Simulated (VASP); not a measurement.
# Ag in VASP: further runs, part 2 of 2

VASP 6.6.1.

## 4. Single point, PBEsol

This run uses another cell than the first one.

Contents of INCAR:

```
SYSTEM = Ag
  ALGO = Normal
  DIPOL = 0.5 0.5 0.500
  EDIFF = 1E-6
  ENCUT = 520
  GGA = PS
  IDIPOL = 3
  ISIF = 2
  ISMEAR = 0
  LASPH = .TRUE.
  LCHARG = .TRUE.
  LDIPOL = .TRUE.
  LELF = .TRUE.
  LREAL = .FALSE.
  LVACPOTAV = .TRUE.
  LVHAR = .TRUE.
  LWAVE = .FALSE.
  NBANDS = 48
  NELM = 80
  PREC = Accurate
  SIGMA = 0.1
```

Contents of KPOINTS:

```
k-points
0
G
  12 12 1
  0 0 0
```

Contents of POSCAR:

```
Ag
1.0
    2.8687411796      0.0000000000      0.0000000000
   -1.4343705898      2.4844027385      0.0000000000
    0.0000000000      0.0000000000     29.0393450970
Ag
7
Direct
    0.0000000000      0.0000000000      0.2582702873
    0.6666666667      0.3333333333      0.3387811138
    0.3333333333      0.6666666667      0.4192919404
    0.6666666667      0.3333333333      0.5000000000
    0.3333333333      0.6666666667      0.5805108265
    0.0000000000      0.0000000000      0.6610216531
    0.3333333333      0.6666666667      0.7417297127
```

Potentials or basis: VASP PAW PBE potentials, release 64 (Ag).

Command:

```console
$ cat potpaw_PBE.64/Ag/POTCAR > POTCAR
$ mpirun -np 1 vasp_std > vasp.out
```

OUTCAR:

```text
SYSTEM = Ag
   EDIFF = 1E-6
   ENCUT = 520
   GGA = PS
   ISIF = 2
   ISMEAR = 0
   LASPH = .TRUE.
   LREAL = .FALSE.
   NELM = 80
   PREC = Accurate

 ion  position               nearest neighbor table
   1  0.000  0.000  0.258-   2 2.87   2 2.87   2 2.87
   2  0.667  0.333  0.339-   1 2.87   1 2.87   1 2.87   3 2.87   3 2.87   3 2.87
   3  0.333  0.667  0.419-   2 2.87   2 2.87   2 2.87   4 2.87   4 2.87   4 2.87
   4  0.667  0.333  0.500-   5 2.87   5 2.87   5 2.87   3 2.87   3 2.87   3 2.87
   5  0.333  0.667  0.581-   4 2.87   4 2.87   4 2.87   6 2.87   6 2.87   6 2.87
   6  0.000  0.000  0.661-   5 2.87   5 2.87   5 2.87   7 2.87   7 2.87   7 2.87
   7  0.333  0.667  0.742-   6 2.87   6 2.87   6 2.87

  LATTYP: Found a hexagonal cell.
 ALAT       =     2.8687411796
 C/A-ratio  =    10.1226786521

  Lattice vectors:

 A1 = (   2.8687411796,   0.0000000000,   0.0000000000)
 A2 = (  -1.4343705898,   2.4844027385,   0.0000000000)
 A3 = (   0.0000000000,   0.0000000000,  29.0393450970)

Analysis of symmetry for initial positions (statically):
=====================================================================
 Subroutine PRICEL returns:
 Original cell was already a primitive cell.

 Routine SETGRP: Setting up the symmetry group for a
 hexagonal supercell.

 Subroutine GETGRP returns: Found  6 space group operations
 (whereof  6 operations were pure point group operations)
 out of a pool of 24 trial point group operations.

The static configuration has the point symmetry C_3v.

Analysis of symmetry for dynamics (positions and initial velocities):
=====================================================================
 Subroutine PRICEL returns:
 Original cell was already a primitive cell.

 Routine SETGRP: Setting up the symmetry group for a
 hexagonal supercell.

 Subroutine GETGRP returns: Found  6 space group operations
 (whereof  6 operations were pure point group operations)
 out of a pool of 24 trial point group operations.

The dynamic configuration has the point symmetry C_3v.

 Subroutine INISYM returns: Found  6 space group operations
 (whereof  6 operations are pure point group operations),
 and found     1 'primitive' translations

----------------------------------------------------------------------------------------

                                     Primitive cell

  volume of cell :     206.9666

  direct lattice vectors                    reciprocal lattice vectors
     2.868741180  0.000000000  0.000000000     0.348584950  0.201255615  0.000000000
    -1.434370590  2.484402739  0.000000000     0.000000000  0.402511229  0.000000000
     0.000000000  0.000000000 29.039345097     0.000000000  0.000000000  0.034436038

  length of vectors
     2.868741180  2.868741180 29.039345097     0.402511229  0.402511229  0.034436038

  position of ions in fractional coordinates (direct lattice)
     0.000000000  0.000000000  0.258270287
     0.666666667  0.333333333  0.338781114
     0.333333333  0.666666667  0.419291940
     0.666666667  0.333333333  0.500000000
[... 44 lines left out ...]
  0.166667 -0.000000  0.000000      6.000000
  0.250000 -0.000000  0.000000      6.000000
  0.333333 -0.000000  0.000000      6.000000
  0.416667 -0.000000  0.000000      6.000000
[... 11 lines left out ...]
  0.333333  0.250000  0.000000     12.000000
  0.333333  0.333333  0.000000      2.000000
   k-points           NKPTS =     19   k-points in BZ     NKDIM =     19   number of bands    NBANDS=     48
   number of dos      NEDOS =    301   number of ions     NIONS =      7
   total plane-waves  NPLWV = 124416
   dimension x,y,z NGX =    24 NGY =   24 NGZ =  216
   dimension x,y,z NGXF=    48 NGYF=   48 NGZF=  432
   ions per type =               7
   NGX,Y,Z   is equivalent  to a cutoff of  13.91, 13.91, 12.37 a.u.
   NGXF,Y,Z  is equivalent  to a cutoff of  27.82, 27.82, 24.73 a.u.
 SYSTEM =  Ag
   PREC   = accura    normal or accurate (medium, high low for compatibility)
   ISTART =      0    job   : 0-new  1-cont  2-samecut
   ICHARG =      2    charge: 1-file 2-atom 10-const
   ISPIN  =      1    spin polarized calculation?
   LNONCOLLINEAR =      F non collinear calculations
   LSORBIT =      F    spin-orbit coupling
   LASPH  =      T    aspherical Exc in radial PAW
   ENCUT  =  520.0 eV  38.22 Ry    6.18 a.u.   5.33  5.33 53.99*2*pi/ulx,y,z
   NELM   =     80;   NELMIN=  2; NELMDL= -5     # of ELM steps
   EDIFF  = 0.1E-05   stopping-criterion for ELM
   LREAL  =      F    real-space projection
   EDIFFG = 0.1E-04   stopping-criterion for IOM
   NSW    =      0    number of steps for IOM
   IBRION =     -1    ionic relax: 0-MD 1-quasi-New 2-CG
   NFREE  =      0    steps in history (QN), initial steepest desc. (CG)
   ISIF   =      2    stress and relaxation
   ISYM   =      2    0-nonsym 1-usesym 2-fastsym
   POTIM  = 0.5000    time-step for ionic-motion
   TEBEG  =    0.0;   TEEND  =   0.0 temperature during run
   PSTRESS=    0.0 pullay stress
   NELECT =      77.0000    total number of electrons
   NUPDOWN=      -1.0000    fix difference up-down
   EMIN   =  10.00;   EMAX   =-10.00  energy-range for DOS
   EFERMI =   0.00;   METHOD = LEGACY
   ISMEAR =     0;   SIGMA  =   0.10  broadening in eV -4-tet -1-fermi 0-gaus
   EFERMI_NEDOS =   21; number of points for ismear=-14 and -15
   IALGO  =     38    algorithm
   IMIX   =      4    mixing-type and parameters
     AMIX     =   0.40;   BMIX     =  1.00
     AMIX_MAG =   1.60;   BMIX_MAG =  1.00
  volume/ion in A,a.u.               =      29.57       199.53
  Fermi-wavevector in a.u.,A,eV,Ry     =   1.177439  2.225037 18.862602  1.386362
  Thomas-Fermi vector in A             =   2.313785
   LORBIT       =      0    0 simple, 1 ext, 2 COOP (PROOUT), +10 PAW based schemes
   GGA     = PS    functional components
   LHFCALC =     F    Hartree Fock is set to
   AEXX    =    0.0000 exact exchange contribution
   IVDW    =     0    specifies the selected vdW correction
   LEPSILON=     F    determine dielectric tensor
   LRPA    =     F    only Hartree local field effects (RPA)
 non-spin polarized calculation
 Gauss-broadening in eV      SIGMA  =   0.10
  energy-cutoff  :      520.00
  volume of cell :      206.97
 maximum number of plane-waves:      5627
 NGX is ok and might be reduce to    24
   NGX = 11   NGY = 11   NGZ =107

 dipolmoment           0.000000      0.000000     -0.000054 electrons x Angstroem

 number of electron      76.9999987 magnetization

 dipolmoment           0.000000      0.000000      0.000084 electrons x Angstroem

 Free energy of the ion-electron system (eV)
  ---------------------------------------------------
  ext. energy  EPLUGINS =         0.00000000
  ---------------------------------------------------
  free energy    TOTEN  =       -22.23530018 eV

  energy without entropy =      -22.21830778  energy(sigma->0) =      -22.22680398

 E-fermi :   2.7574     XC(G=0):  -7.6586

 val. band max:        2.7167544464   @ k =   0.0833  -0.0000   0.0000
 cond. band min:       2.7939743183   @ k =   0.4167  -0.0000   0.0000
 fundamental gap:      0.0772198719
 Fermi energy:         2.7574388850

 k-point     1 :       0.0000    0.0000    0.0000
  band No.  band energies     occupation
      1      -4.9907      2.00000
      2      -4.6018      2.00000
      3      -4.0423      2.00000
      4      -3.6325      2.00000
      5      -3.6142      2.00000
      6      -3.4562      2.00000
[... 958 lines left out ...]
     47       8.6265      0.00000
     48       8.9689      0.00000

------------------------ aborting loop because EDIFF is reached ----------------------------------------

  FORCE on cell =-STRESS in cart. coord.  units (eV):
  Direction    XX          YY          ZZ          XY          YZ          ZX
  --------------------------------------------------------------------------------------
  -------------------------------------------------------------------------------------
  Total       -1.1992235     -1.1992235     -0.4332955      0.0000000     -0.0000000     -0.0000000
  in kB       -9.2834744     -9.2834744     -3.3542433      0.0000000     -0.0000000     -0.0000000
  external PRESSURE =      -7.3070641 kB  Pullay stress =       0.0000000 kB

 VOLUME and BASIS-vectors are now :
 -----------------------------------------------------------------------------
  energy-cutoff  :      520.00
  volume of cell :      206.97
      direct lattice vectors                 reciprocal lattice vectors
     2.868741180  0.000000000  0.000000000     0.348584950  0.201255615  0.000000000
    -1.434370590  2.484402739  0.000000000     0.000000000  0.402511229  0.000000000
     0.000000000  0.000000000 29.039345097     0.000000000  0.000000000  0.034436038

 POSITION                                       TOTAL-FORCE (eV/Angst)
 -----------------------------------------------------------------------------------
      0.00000      0.00000      7.50000         0.000000     -0.000000      0.025457
      1.43437      0.82813      9.83798         0.000000     -0.000000      0.019385
     -0.00000      1.65627     12.17596        -0.000000      0.000000     -0.037316
      1.43437      0.82813     14.51967        -0.000000     -0.000000     -0.001814
     -0.00000      1.65627     16.85765        -0.000000      0.000000      0.043853
      0.00000      0.00000     19.19564         0.000000     -0.000000     -0.019216
     -0.00000      1.65627     21.53935         0.000000     -0.000000     -0.030349
 -----------------------------------------------------------------------------------
    total drift:                               -0.000000      0.000000     -0.000158

  FREE ENERGIE OF THE ION-ELECTRON SYSTEM (eV)
  ---------------------------------------------------
  free  energy   TOTEN  =       -22.2353001755 eV

  energy  without entropy=      -22.2183077751  energy(sigma->0) =      -22.22680398

 vacuum level on the upper side and lower side of the slab         7.421         7.419
```

Wall time 8.8 min (1 thread of Intel Xeon 8259CL, shared host); peak memory 0.42 GiB.

What came out:

```yaml
Free_energy: -22.2353 eV
Largest_force: 0.044 eV/Å
Band_gap_on_the_k_mesh: zero (an odd number of electrons rules out a gap without spin polarisation)
```

Forces in eV/Å, atoms in the order of the input:
```
Ag   0.000  0.000  0.025
Ag   0.000  0.000  0.019
Ag   0.000  0.000 -0.037
Ag   0.000  0.000 -0.002
Ag   0.000  0.000  0.044
Ag   0.000  0.000 -0.019
Ag   0.000  0.000 -0.030
```

Caveat: the PAW data sets were made with another functional, which shifts forces and pressure a little.

## 5. Overview

| cell | gap on the mesh (eV) | largest force (eV/Å) |
| --- | --- | --- |
| a = 2.869, b = 2.869, c = 21.039 Å, angles 90.0, 90.0, 120.0°, 7 atoms | none | 0.04 |
| a = 2.869, b = 2.869, c = 24.039 Å, angles 90.0, 90.0, 120.0°, 7 atoms | none | 0.04 |
| a = 2.869, b = 2.869, c = 29.039 Å, angles 90.0, 90.0, 120.0°, 7 atoms | none | 0.04 |

Alike in all rows: task single point; level PBEsol; potentials or basis VASP PAW PBE potentials, release 64 (Ag); no spin polarisation; k mesh 12 × 12 × 1; cutoff (eV) 520; smearing gaussian 0.1 eV.

Caveats: the PAW data sets were made with another functional, which shifts forces and pressure a little.

Absolute energies hang on the potentials; compare differences alone.

The gap in the log of VASP goes by the Fermi energy; the results here count the filled bands.